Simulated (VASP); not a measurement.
A run of VASP 6.6.1 is set up as follows.

The input INCAR:

```
SYSTEM = Ga
  PREC = Accurate
  ENCUT = 600
  EDIFF = 1E-6
  ISMEAR = 0
  SIGMA = 0.1
  LREAL = .False.
  LASPH = .True.
  NELM = 80
  ALGO = Fast
  ISIF = 3
  LWAVE = .False.
  LCHARG = .False.
  GGA = PE
  IBRION = 2
  NSW = 100
  EDIFFG = -0.01
```

The input KPOINTS:

```
Automatic mesh
0
Gamma
  6 6 10
  0 0 0
```

Contents of POSCAR:

```
Ga
1.0
    5.8189872914      0.0000000000      0.0000000000
   -2.9094936457      5.0393908186      0.0000000000
    0.0000000000      0.0000000000      4.1399644471
Ga
6
Direct
    0.1744277300      0.8255722700      0.2500000000
    0.1744277300      0.3488554599      0.2500000000
    0.6511445401      0.8255722700      0.2500000000
    0.8255722700      0.1744277300      0.7500000000
    0.8255722700      0.6511445401      0.7500000000
    0.3488554599      0.1744277300      0.7500000000
```

Potentials or basis: VASP PAW PBE potentials, release 64 (Ga_d).

Launch:

```sh
$ cat potpaw_PBE.64/Ga_d/POTCAR > POTCAR
$ mpirun -np 1 vasp_std > vasp.out
```

Task: Predict the relaxed cell.

Result: a = 5.804 Å, b = 5.804 Å, c = 4.197 Å, α = 90.00°, β = 90.00°, γ = 120.00°.

Task: Predict the space group after relaxing (to 0.1 Å).

Result: P6_3/mmc (No. 194).

Forces in eV/Å, atoms in the order of the input:
```
Ga   0.003 -0.002  0.000
Ga   0.000  0.003  0.000
Ga  -0.003 -0.002  0.000
Ga  -0.003  0.002  0.000
Ga   0.000 -0.003  0.000
Ga   0.003  0.002  0.000
```
